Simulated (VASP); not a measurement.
# Au in VASP: single point with PBEsol

Aim: the single point of Au with PBEsol.

Program: VASP 6.6.1. These are calculated values, not measurements. Logs are shortened: lines on timing, memory, paths and dates and some standing lists are left out, and cuts for length are marked.

## Step 1: The cell of the first run

The cell holds a slab with vacuum, 3 atoms: a = 2.888 Å, b = 2.888 Å, c = 18.084 Å, α = 90.00°, β = 90.00°, γ = 90.00°.

## Step 2: Single point, PBEsol

Input file INCAR:

```
PREC = Accurate
ENCUT = 520
EDIFF = 1E-7
ISMEAR = 0
SIGMA = 0.1
LREAL = False
LASPH = True
NELM = 80
ALGO = Fast
ISIF = 2
LWAVE = False
LCHARG = False
LDIPOL = True
IDIPOL = 3
DIPOL = 0.5 0.5 0.499
GGA = PS
NBANDS = 24
```

Input file KPOINTS:

```
Automatic mesh
0
Gamma
  10 10 1
```

Input file POSCAR:

```
Au
1.0
    2.8877312819      0.0000000000      0.0000000000
    0.0000000000      2.8877312819      0.0000000000
    0.0000000000      0.0000000000     18.0838687434
Au
3
Direct
    0.5000000000      0.5000000000      0.3870853134
    0.0000000000      0.0000000000      0.4985917753
    0.5000000000      0.5000000000      0.6100982911
```

Potentials or basis: VASP PAW PBE potentials, release 64 (Au).

On the command line:

```console
$ cat potpaw_PBE.64/Au/POTCAR > POTCAR
$ mpirun -np 1 vasp_std > vasp.out
```

OUTCAR:

```text
PREC = Accurate
   ENCUT = 520
   EDIFF = 1E-7
   ISMEAR = 0
   LREAL = False
   LASPH = True
   NELM = 80
   ISIF = 2
   GGA = PS

 ion  position               nearest neighbor table
   1  0.500  0.500  0.387-   2 2.87   2 2.87   2 2.87   2 2.87
   2  0.000  0.000  0.499-   1 2.87   1 2.87   1 2.87   1 2.87   3 2.87   3 2.87   3 2.87   3 2.87

   3  0.500  0.500  0.610-   2 2.87   2 2.87   2 2.87   2 2.87

  LATTYP: Found a simple tetragonal cell.
 ALAT       =     2.8877312819
 C/A-ratio  =     6.2623100898

  Lattice vectors:

 A1 = (   2.8877312819,   0.0000000000,   0.0000000000)
 A2 = (   0.0000000000,   2.8877312819,   0.0000000000)
 A3 = (   0.0000000000,   0.0000000000,  18.0838687434)

Analysis of symmetry for initial positions (statically):
=====================================================================
 Subroutine PRICEL returns:
 Original cell was already a primitive cell.

 Routine SETGRP: Setting up the symmetry group for a
 simple tetragonal supercell.

 Subroutine GETGRP returns: Found 16 space group operations
 (whereof  8 operations were pure point group operations)
 out of a pool of 16 trial point group operations.

The static configuration has the point symmetry C_4v.
 The point group associated with its full space group is D_4h.

Analysis of symmetry for dynamics (positions and initial velocities):
=====================================================================
 Subroutine PRICEL returns:
 Original cell was already a primitive cell.

 Routine SETGRP: Setting up the symmetry group for a
 simple tetragonal supercell.

 Subroutine GETGRP returns: Found 16 space group operations
 (whereof  8 operations were pure point group operations)
 out of a pool of 16 trial point group operations.

The dynamic configuration has the point symmetry C_4v.
 The point group associated with its full space group is D_4h.

 Subroutine INISYM returns: Found 16 space group operations
 (whereof  8 operations are pure point group operations),
 and found     1 'primitive' translations

----------------------------------------------------------------------------------------

                                     Primitive cell

  volume of cell :     150.8012

  direct lattice vectors                    reciprocal lattice vectors
[... 89 lines left out ...]
   IBRION =     -1    ionic relax: 0-MD 1-quasi-New 2-CG
   NFREE  =      0    steps in history (QN), initial steepest desc. (CG)
   ISIF   =      2    stress and relaxation
   ISYM   =      2    0-nonsym 1-usesym 2-fastsym
   POTIM  = 0.5000    time-step for ionic-motion
   TEBEG  =    0.0;   TEEND  =   0.0 temperature during run
   PSTRESS=    0.0 pullay stress
   NELECT =      33.0000    total number of electrons
   NUPDOWN=      -1.0000    fix difference up-down
   EMIN   =  10.00;   EMAX   =-10.00  energy-range for DOS
   EFERMI =   0.00;   METHOD = LEGACY
   ISMEAR =     0;   SIGMA  =   0.10  broadening in eV -4-tet -1-fermi 0-gaus
   EFERMI_NEDOS =   21; number of points for ismear=-14 and -15
   IALGO  =     68    algorithm
   IMIX   =      4    mixing-type and parameters
     AMIX     =   0.40;   BMIX     =  1.00
     AMIX_MAG =   1.60;   BMIX_MAG =  1.00
  volume/ion in A,a.u.               =      50.27       339.22
  Fermi-wavevector in a.u.,A,eV,Ry     =   0.986532  1.864275 13.241807  0.973245
  Thomas-Fermi vector in A             =   2.117920
   LORBIT       =      0    0 simple, 1 ext, 2 COOP (PROOUT), +10 PAW based schemes
   GGA     = PS    functional components
   LHFCALC =     F    Hartree Fock is set to
   AEXX    =    0.0000 exact exchange contribution
   IVDW    =     0    specifies the selected vdW correction
   LEPSILON=     F    determine dielectric tensor
   LRPA    =     F    only Hartree local field effects (RPA)
 non-spin polarized calculation
 RMM-DIIS sequential band-by-band and
 Gauss-broadening in eV      SIGMA  =   0.10
  energy-cutoff  :      520.00
  volume of cell :      150.80
 maximum number of plane-waves:      4103
 NGX is ok and might be reduce to    24
   NGX = 11   NGY = 11   NGZ = 67

 dipolmoment           0.000000      0.000000      0.000011 electrons x Angstroem

 number of electron      33.0000006 magnetization

 dipolmoment           0.000000      0.000000     -0.000002 electrons x Angstroem

 Free energy of the ion-electron system (eV)
  ---------------------------------------------------
  ext. energy  EPLUGINS =         0.00000000
  ---------------------------------------------------
  free energy    TOTEN  =       -10.52546179 eV

  energy without entropy =      -10.52008234  energy(sigma->0) =      -10.52277207

 E-fermi :  -0.2898     XC(G=0):  -5.2914

 val. band max:       -0.2932753264   @ k =   0.5000   0.0000   0.0000
 cond. band min:      -0.2088623699   @ k =   0.2000   0.0000   0.0000
 fundamental gap:      0.0844129565
 Fermi energy:        -0.2897700430

 k-point     1 :       0.0000    0.0000    0.0000
  band No.  band energies     occupation
      1      -9.2664      2.00000
      2      -6.9908      2.00000
      3      -6.8767      2.00000
      4      -6.6754      2.00000
      5      -5.6384      2.00000
      6      -5.0248      2.00000
[... 556 lines left out ...]
     23       8.4564      0.00000
     24       8.4564      0.00000

------------------------ aborting loop because EDIFF is reached ----------------------------------------

 vacuum level on the upper side and lower side of the slab       (xc-potential included)        -0.009        -0.008

  FORCE on cell =-STRESS in cart. coord.  units (eV):
  Direction    XX          YY          ZZ          XY          YZ          ZX
  --------------------------------------------------------------------------------------
  -------------------------------------------------------------------------------------
  Total       -3.1211539     -3.1211539     -0.0754608      0.0000000      0.0000000      0.0000000
  in kB      -33.1604842    -33.1604842     -0.8017280      0.0000000      0.0000000      0.0000000
  external PRESSURE =     -22.3742321 kB  Pullay stress =       0.0000000 kB

 VOLUME and BASIS-vectors are now :
 -----------------------------------------------------------------------------
  energy-cutoff  :      520.00
  volume of cell :      150.80
      direct lattice vectors                 reciprocal lattice vectors
     2.887731282  0.000000000  0.000000000     0.346292609  0.000000000  0.000000000
     0.000000000  2.887731282  0.000000000     0.000000000  0.346292609  0.000000000
     0.000000000  0.000000000 18.083868743     0.000000000  0.000000000  0.055297902

 POSITION                                       TOTAL-FORCE (eV/Angst)
 -----------------------------------------------------------------------------------
      1.44387      1.44387      7.00000         0.000000      0.000000      0.009216
      0.00000      0.00000      9.01647        -0.000000     -0.000000      0.000000
      1.44387      1.44387     11.03294         0.000000     -0.000000     -0.009216
 -----------------------------------------------------------------------------------
    total drift:                                0.000000     -0.000000     -0.000846

  FREE ENERGIE OF THE ION-ELECTRON SYSTEM (eV)
  ---------------------------------------------------
  free  energy   TOTEN  =       -10.5254617893 eV

  energy  without entropy=      -10.5200823430  energy(sigma->0) =      -10.52277207

 vacuum level on the upper side and lower side of the slab         4.819         4.830
```

stdout:

```text
POSCAR found type information on POSCAR Au
 POSCAR found :  1 types and       3 ions
 scaLAPACK will be used
 -----------------------------------------------------------------------------
|                                                                             |
|                                                                             |
|     You enforced a specific xc type in the INCAR file but a different       |
|     I HOPE YOU KNOW WHAT YOU ARE DOING!                                     |
|                                                                             |
 -----------------------------------------------------------------------------

 LDA part: xc-table for (Slater+PW92), standard interpolation
 POSCAR, INCAR and KPOINTS ok, starting setup
 FFT: planning ... GRIDC
 FFT: planning ... GRID_SOFT
 FFT: planning ... GRID
 WAVECAR not read
 entering main loop
```

It took 96 s on 1 thread of Intel Xeon Platinum 8259CL at 2.50GHz (Skylake/Cascade Lake), shared host; peak memory 0.28 GiB.

Results:

| Quantity | Value |
| --- | --- |
| Free energy | -10.5255 eV |
| Largest force | 0.009 eV/Å |

Forces on the atoms (eV/Å):
```
Au   0.000  0.000  0.009
Au   0.000  0.000  0.000
Au   0.000  0.000 -0.009
```

Caveat: the PAW data sets were made with another functional, which shifts forces and pressure a little; spin-orbit coupling is left out, which moves the levels of the heavy elements.
